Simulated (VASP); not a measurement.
# As (Pm-3m) in VASP: a series of runs

As is run at these levels: PBE, PBE+D3(BJ), LDA; tasks: single point.

Program: VASP 6.6.1. These are calculated values, not measurements. Logs are shortened: lines on timing, memory, paths and dates and some standing lists are left out, and cuts for length are marked.

## 1. The cell of the first run

The structure is cubic, space group Pm-3m (No. 221). The conventional cell has a = 2.060 Å, b = 2.060 Å, c = 2.060 Å, α = 90.00°, β = 90.00°, γ = 90.00°. As (site symmetry m-3m) has 6 As at 2.06 Å within 2.7 Å.

## 2. Single point, PBE

File INCAR:

```
PREC = Accurate ; ENCUT = 500
EDIFF = 1E-6 ; ISMEAR = -4
SIGMA = 0.1 ; LREAL = False
LASPH = True ; NELM = 120
ALGO = Normal ; ISIF = 2
LWAVE = False ; LCHARG = True
GGA = PE ; LELF = True
LVHAR = True ; NBANDS = 8
GGA_COMPAT = False
```

File KPOINTS:

```
Automatic mesh
0
Gamma
  15 15 15
```

File POSCAR:

```
As
1.0
    2.0598875795      0.0000000000      0.0000000000
    0.0000000000      2.0598875795      0.0000000000
    0.0000000000      0.0000000000      2.0598875795
As
1
Direct
    0.0000000000      0.0000000000      0.0000000000
```

Potentials or basis: VASP PAW PBE potentials, release 64 (As).

Launch:

```console
$ cat potpaw_PBE.64/As/POTCAR > POTCAR
$ mpirun -np 1 vasp_std > vasp.out
```

OUTCAR:

```text
PREC = Accurate
   ENCUT = 500
   EDIFF = 1E-6
   ISMEAR = -4
   LREAL = False
   LASPH = True
   NELM = 120
   ISIF = 2
   GGA = PE

 ion  position               nearest neighbor table
   1  0.000  0.000  0.000-

  LATTYP: Found a simple cubic cell.
 ALAT       =     2.0598875795

  Lattice vectors:

 A1 = (   2.0598875795,   0.0000000000,   0.0000000000)
 A2 = (   0.0000000000,   2.0598875795,   0.0000000000)
 A3 = (   0.0000000000,   0.0000000000,   2.0598875795)

Analysis of symmetry for initial positions (statically):
=====================================================================
 Subroutine PRICEL returns:
 Original cell was already a primitive cell.

 Routine SETGRP: Setting up the symmetry group for a
 simple cubic supercell.

 Subroutine GETGRP returns: Found 48 space group operations
 (whereof 48 operations were pure point group operations)
 out of a pool of 48 trial point group operations.

The static configuration has the point symmetry O_h .

Analysis of symmetry for dynamics (positions and initial velocities):
=====================================================================
 Subroutine PRICEL returns:
 Original cell was already a primitive cell.

 Routine SETGRP: Setting up the symmetry group for a
 simple cubic supercell.

 Subroutine GETGRP returns: Found 48 space group operations
 (whereof 48 operations were pure point group operations)
 out of a pool of 48 trial point group operations.

The dynamic configuration has the point symmetry O_h .

 Subroutine INISYM returns: Found 48 space group operations
 (whereof 48 operations are pure point group operations),
 and found     1 'primitive' translations

----------------------------------------------------------------------------------------

                                     Primitive cell

  volume of cell :       8.7404

  direct lattice vectors                    reciprocal lattice vectors
     2.059887579  0.000000000  0.000000000     0.485463386  0.000000000  0.000000000
     0.000000000  2.059887579  0.000000000     0.000000000  0.485463386  0.000000000
     0.000000000  0.000000000  2.059887579     0.000000000  0.000000000  0.485463386

  length of vectors
     2.059887579  2.059887579  2.059887579     0.485463386  0.485463386  0.485463386

  position of ions in fractional coordinates (direct lattice)
     0.000000000  0.000000000  0.000000000

  ion indices of the primitive-cell ions
   primitive index   ion index
                 1           1

----------------------------------------------------------------------------------------

 KPOINTS: Automatic mesh

Automatic generation of k-mesh.
 Grid dimensions read from file:
 generate k-points for:   15   15   15

 Generating k-lattice:

  Cartesian coordinates                     Fractional coordinates (reciprocal lattice)
     0.032364226  0.000000000  0.000000000     0.066666667  0.000000000  0.000000000
     0.000000000  0.032364226  0.000000000     0.000000000  0.066666667  0.000000000
     0.000000000  0.000000000  0.032364226     0.000000000  0.000000000  0.066666667

  Length of vectors
     0.032364226  0.032364226  0.032364226

  Shift w.r.t. Gamma in fractional coordinates (k-lattice)
     0.000000000  0.000000000  0.000000000

 TETIRR: Found   1667 inequivalent tetrahedra from    20250

 Subroutine IBZKPT returns following result:
 ===========================================

 Found    120 irreducible k-points:

 Following reciprocal coordinates:
            Coordinates               Weight
  0.000000  0.000000  0.000000      1.000000
  0.066667  0.000000  0.000000      6.000000
  0.133333  0.000000  0.000000      6.000000
  0.200000  0.000000  0.000000      6.000000
  0.266667  0.000000  0.000000      6.000000
  0.333333  0.000000  0.000000      6.000000
[... 16 lines left out ...]
  0.266667  0.200000  0.000000     24.000000
  0.333333  0.200000  0.000000     24.000000
 [... further k-points ...]
   k-points           NKPTS =    120   k-points in BZ     NKDIM =    120   number of bands    NBANDS=      8
   number of dos      NEDOS =    301   number of ions     NIONS =      1
   total plane-waves  NPLWV =   4096
   dimension x,y,z NGX =    16 NGY =   16 NGZ =   16
   dimension x,y,z NGXF=    32 NGYF=   32 NGZF=   32
   ions per type =               1
   NGX,Y,Z   is equivalent  to a cutoff of  12.91, 12.91, 12.91 a.u.
   NGXF,Y,Z  is equivalent  to a cutoff of  25.83, 25.83, 25.83 a.u.
 SYSTEM =  unknown system
   PREC   = accura    normal or accurate (medium, high low for compatibility)
   ISTART =      0    job   : 0-new  1-cont  2-samecut
   ICHARG =      2    charge: 1-file 2-atom 10-const
   ISPIN  =      1    spin polarized calculation?
   LNONCOLLINEAR =      F non collinear calculations
   LSORBIT =      F    spin-orbit coupling
   LASPH  =      T    aspherical Exc in radial PAW
   ENCUT  =  500.0 eV  36.75 Ry    6.06 a.u.   3.76  3.76  3.76*2*pi/ulx,y,z
   NELM   =    120;   NELMIN=  2; NELMDL= -5     # of ELM steps
   EDIFF  = 0.1E-05   stopping-criterion for ELM
   LREAL  =      F    real-space projection
   EDIFFG = 0.1E-04   stopping-criterion for IOM
   NSW    =      0    number of steps for IOM
   IBRION =     -1    ionic relax: 0-MD 1-quasi-New 2-CG
   NFREE  =      0    steps in history (QN), initial steepest desc. (CG)
   ISIF   =      2    stress and relaxation
   ISYM   =      2    0-nonsym 1-usesym 2-fastsym
   POTIM  = 0.5000    time-step for ionic-motion
   TEBEG  =    0.0;   TEEND  =   0.0 temperature during run
   PSTRESS=    0.0 pullay stress
   NELECT =       5.0000    total number of electrons
   NUPDOWN=      -1.0000    fix difference up-down
   EMIN   =  10.00;   EMAX   =-10.00  energy-range for DOS
   EFERMI =   0.00;   METHOD = LEGACY
   ISMEAR =    -4;   SIGMA  =   0.10  broadening in eV -4-tet -1-fermi 0-gaus
   EFERMI_NEDOS =   21; number of points for ismear=-14 and -15
   IALGO  =     38    algorithm
   IMIX   =      4    mixing-type and parameters
     AMIX     =   0.40;   BMIX     =  1.00
     AMIX_MAG =   1.60;   BMIX_MAG =  1.00
  volume/ion in A,a.u.               =       8.74        58.98
  Fermi-wavevector in a.u.,A,eV,Ry     =   1.359006  2.568149 25.128556  1.846897
  Thomas-Fermi vector in A             =   2.485791
   LORBIT       =      0    0 simple, 1 ext, 2 COOP (PROOUT), +10 PAW based schemes
   GGA     = PE    functional components
   LHFCALC =     F    Hartree Fock is set to
   AEXX    =    0.0000 exact exchange contribution
   IVDW    =     0    specifies the selected vdW correction
   LEPSILON=     F    determine dielectric tensor
   LRPA    =     F    only Hartree local field effects (RPA)
 non-spin polarized calculation
 Fermi weights with tetrahedron method witout Bloechl corrections
  energy-cutoff  :      500.00
  volume of cell :        8.74
 maximum number of plane-waves:       251
 NGX is ok and might be reduce to    16
   NGX =  7   NGY =  7   NGZ =  7

 number of electron       5.0000000 magnetization

 Free energy of the ion-electron system (eV)
  ---------------------------------------------------
  ext. energy  EPLUGINS =         0.00000000
  ---------------------------------------------------
  free energy    TOTEN  =         3.00401004 eV

  energy without entropy =        3.00401004  energy(sigma->0) =        3.00401004

 E-fermi :  19.4906     XC(G=0): -14.3775

 val. band max:       19.4341829471   @ k =   0.2667   0.2000   0.2000
 cond. band min:      19.4769657688   @ k =   0.4667   0.4667   0.2667
 fundamental gap:      0.0427828218
 Fermi energy:        19.4906112577

 k-point     1 :       0.0000    0.0000    0.0000
  band No.  band energies     occupation
      1      -6.6952      2.00000
      2      27.3453      0.00000
      3      27.3453      0.00000
      4      27.3453      0.00000
      5      29.3341      0.00000
      6      29.3341      0.00000
      7      39.1009      0.00000
      8      57.6224      0.00000

 k-point     2 :       0.0667    0.0000    0.0000
  band No.  band energies     occupation
      1      -6.5345      2.00000
      2      24.3667      0.00000
      3      27.5214      0.00000
      4      27.5214      0.00000
      5      29.4500      0.00000
      6      31.8500      0.00000
      7      39.8217      0.00000
      8      55.0863      0.00000

 k-point     3 :       0.1333    0.0000    0.0000
  band No.  band energies     occupation
      1      -6.0516      2.00000
      2      20.5225      0.50296
      3      28.0434      0.00000
      4      28.0434      0.00000
      5      29.7971      0.00000
      6      34.1271      0.00000
      7      42.1467      0.00000
      8      52.0203      0.00000

 k-point     4 :       0.2000    0.0000    0.0000
  band No.  band energies     occupation
      1      -5.2438      2.00000
      2      16.7404      1.91465
      3      28.8957      0.00000
      4      28.8957      0.00000
      5      30.3768      0.00000
      6      35.4990      0.00000
      7      45.7511      0.00000
      8      48.4877      0.00000

 k-point     5 :       0.2667    0.0000    0.0000
  band No.  band energies     occupation
      1      -4.1077      2.00000
      2      13.1362      2.00000
      3      30.0504      0.00000
      4      30.0504      0.00000
      5      31.1887      0.00000
      6      36.5043      0.00000
      7      45.3413      0.00000
      8      46.1398      0.00000
[... 177 lines left out ...]
 k-point    22 :       0.2000    0.2000    0.0000
  band No.  band energies     occupation
      1      -3.7955      2.00000
      2      16.9284      1.99444
      3      19.6068      0.25067
      4      30.4334      0.00000
      5      33.7811      0.00000
      6      39.0086      0.00000
      7      43.2172      0.00000
      8      48.0482      0.00000

 k-point    23 :       0.2667    0.2000    0.0000
  band No.  band energies     occupation
      1      -2.6641      2.00000
      2      14.2432      2.00000
      3      19.7950      0.50815
      4      31.5809      0.00000
      5      33.8734      0.00000
      6      36.7038      0.00000
      7      44.9343      0.00000
      8      47.0735      0.00000

 k-point    24 :       0.3333    0.2000    0.0000
  band No.  band energies     occupation
      1      -1.2061      2.00000
      2      11.0524      2.00000
      3      20.9987      0.24980
      4      32.0798      0.00000
      5      32.9882      0.00000
      6      36.6941      0.00000
      7      44.5600      0.00000
      8      44.6336      0.00000

 [... further k-points ...]

------------------------ aborting loop because EDIFF is reached ----------------------------------------

  FORCE on cell =-STRESS in cart. coord.  units (eV):
  Direction    XX          YY          ZZ          XY          YZ          ZX
  --------------------------------------------------------------------------------------
  -------------------------------------------------------------------------------------
  Total       24.2593707     24.2593707     24.2593707      0.0000000      0.0000000      0.0000000
  in kB     4446.9224579   4446.9224579   4446.9224579      0.0000000      0.0000000      0.0000000
  external PRESSURE =    4446.9224579 kB  Pullay stress =       0.0000000 kB

 VOLUME and BASIS-vectors are now :
 -----------------------------------------------------------------------------
  energy-cutoff  :      500.00
  volume of cell :        8.74
      direct lattice vectors                 reciprocal lattice vectors
     2.059887579  0.000000000  0.000000000     0.485463386  0.000000000  0.000000000
     0.000000000  2.059887579  0.000000000     0.000000000  0.485463386  0.000000000
     0.000000000  0.000000000  2.059887579     0.000000000  0.000000000  0.485463386

 POSITION                                       TOTAL-FORCE (eV/Angst)
 -----------------------------------------------------------------------------------
      0.00000      0.00000      0.00000         0.000000      0.000000      0.000000
 -----------------------------------------------------------------------------------
    total drift:                               -0.000000      0.000000      0.000000

  FREE ENERGIE OF THE ION-ELECTRON SYSTEM (eV)
  ---------------------------------------------------
  free  energy   TOTEN  =         3.0040100425 eV

  energy  without entropy=        3.0040100425  energy(sigma->0) =        3.00401004
```

It took 18 s on 1 thread of AMD EPYC 7R13, shared host; peak memory 0.09 GiB.

What came out:

```
Free energy : 3.0040 eV
Pressure    : 444.7 GPa
```

Levels at points of the mesh, in eV from the Fermi level:
```
           k point  band 1  band 2  band 3  band 4  band 5  band 6
(0.00, 0.00, 0.00)  -26.19    7.85    7.85    7.85    9.84    9.84
```

## 3. Single point, PBE+D3(BJ)

File INCAR:

```
ALGO = Normal
EDIFF = 1E-6
ENCUT = 500
GGA = PE
GGA_COMPAT = False
ISIF = 2
ISMEAR = -1
IVDW = 12
LASPH = True
LCHARG = False
LREAL = False
LWAVE = False
NBANDS = 8
NELM = 120
PREC = Accurate
SIGMA = 0.08
```

File KPOINTS:

```
k-points
0
Gamma
  15 15 15
```

POSCAR is that of step 2.

Potentials or basis: VASP PAW PBE potentials, release 64 (As).

Launch:

```console
$ cat potpaw_PBE.64/As/POTCAR > POTCAR
$ mpirun -np 1 vasp_std > vasp.out
```

OUTCAR:

```text
EDIFF = 1E-6
   ENCUT = 500
   GGA = PE
   ISIF = 2
   ISMEAR = -1
   IVDW = 12
   LASPH = True
   LREAL = False
   NELM = 120
   PREC = Accurate
 IVDW          = 12

 ion  position               nearest neighbor table
   1  0.000  0.000  0.000-

  LATTYP: Found a simple cubic cell.
 ALAT       =     2.0598875795

  Lattice vectors:

 A1 = (   2.0598875795,   0.0000000000,   0.0000000000)
 A2 = (   0.0000000000,   2.0598875795,   0.0000000000)
 A3 = (   0.0000000000,   0.0000000000,   2.0598875795)

[... 442 lines left out ...]

 [... further k-points ...]

------------------------ aborting loop because EDIFF is reached ----------------------------------------

 Edisp (eV)   -1.04470

 E8    (eV) :    -0.4394

  FORCE on cell =-STRESS in cart. coord.  units (eV):
  Direction    XX          YY          ZZ          XY          YZ          ZX
  --------------------------------------------------------------------------------------
  -------------------------------------------------------------------------------------
  Total      22.91143    22.91143    22.91143    -0.00000    -0.00000     0.00000
  in kB    4199.83499  4199.83499  4199.83499    -0.00000    -0.00000     0.00000
  external pressure =     4199.83 kB  Pullay stress =        0.00 kB

 VOLUME and BASIS-vectors are now :
 -----------------------------------------------------------------------------
  energy-cutoff  :      500.00
  volume of cell :        8.74
      direct lattice vectors                 reciprocal lattice vectors
     2.059887579  0.000000000  0.000000000     0.485463386  0.000000000  0.000000000
     0.000000000  2.059887579  0.000000000     0.000000000  0.485463386  0.000000000
     0.000000000  0.000000000  2.059887579     0.000000000  0.000000000  0.485463386

 POSITION                                       TOTAL-FORCE (eV/Angst)
 -----------------------------------------------------------------------------------
      0.00000      0.00000      0.00000         0.000000      0.000000      0.000000
 -----------------------------------------------------------------------------------
    total drift:                               -0.000000      0.000000      0.000000

  FREE ENERGIE OF THE ION-ELECTRON SYSTEM (eV)
  ---------------------------------------------------
  free  energy   TOTEN  =         1.7878461968 eV

  energy  without entropy=        1.7952490251  energy(sigma->0) =        1.79154761
```

Wall time 14 s (1 thread of AMD EPYC 7R13, shared host); peak memory 0.1 GiB.

Results:

```yaml
Free_energy: 1.7878 eV
Pressure: 420.0 GPa
Dispersion_energy_per_atom: -1.045 eV
```

Levels at points of the mesh, in eV from the Fermi level:
```csv
k point,band 1,band 2,band 3,band 4,band 5,band 6,band 7
"(0.00, 0.00, 0.00)",-26.21,7.83,7.83,7.83,9.82,9.82,19.59
```

Caveat: pairwise dispersion overbinds metals, which lowers pressure and volume.

## 4. Single point, LDA

This run uses another cell than the first one, of 13.82 Å³/atom, 1.581 times its volume.

File INCAR:

```
SYSTEM = As
ALGO = Normal
EDIFF = 1E-6
ENCUT = 500
GGA_COMPAT = .False.
ISIF = 2
ISMEAR = -1
LASPH = .True.
LCHARG = .False.
LREAL = .False.
LWAVE = .False.
NBANDS = 8
NELM = 120
PREC = Accurate
SIGMA = 0.08
```

File KPOINTS:

```
k-points
0
Gamma
  15 15 15
  0 0 0
```

File POSCAR:

```
As
1.0
    2.3998844845      0.0000000000      0.0000000000
    0.0000000000      2.3998844845      0.0000000000
    0.0000000000      0.0000000000      2.3998844845
As
1
Direct
    0.0000000000      0.0000000000      0.0000000000
```

Potentials or basis: VASP PAW LDA potentials, release 64 (As).

Launch:

```console
$ cat potpaw_LDA.64/As/POTCAR > POTCAR
$ mpirun -np 1 vasp_std > vasp.out
```

Wall time 16 s (1 thread of AMD EPYC 7R13, shared host); peak memory 0.09 GiB.

The run converged. Its results:

| Item | Value |
| --- | --- |
| Free energy | -4.5391 eV |
| Pressure | 62.7 GPa |

Levels at points of the mesh, in eV from the Fermi level:
```csv
k point,band 1,band 2,band 3,band 4,band 5,band 6,band 7,band 8
"(0.00, 0.00, 0.00)",-19.15,5.34,5.34,5.34,8.74,8.74,13.69,29.70
```

## 5. The runs side by side

| level | potentials or basis | cell | smearing | gap on the mesh (eV) | pressure (GPa) |
| --- | --- | --- | --- | --- | --- |
| PBE | VASP PAW PBE potentials, release 64 (As) | a = 2.060 Å, 1 atom | tetrahedron | none | 444.7 |
| PBE+D3(BJ) | VASP PAW PBE potentials, release 64 (As) | a = 2.060 Å, 1 atom | fermi-dirac 0.08 eV | none | 420.0 |
| LDA | VASP PAW LDA potentials, release 64 (As) | a = 2.400 Å, 1 atom | fermi-dirac 0.08 eV | none | 62.7 |

Alike in all rows: task single point; no spin polarisation; k mesh 15 × 15 × 15; cutoff (eV) 500.

Caveats: pairwise dispersion overbinds metals, which lowers pressure and volume (some runs).

Total energies depend on the potentials used, so only differences within one code and one set of settings carry meaning.
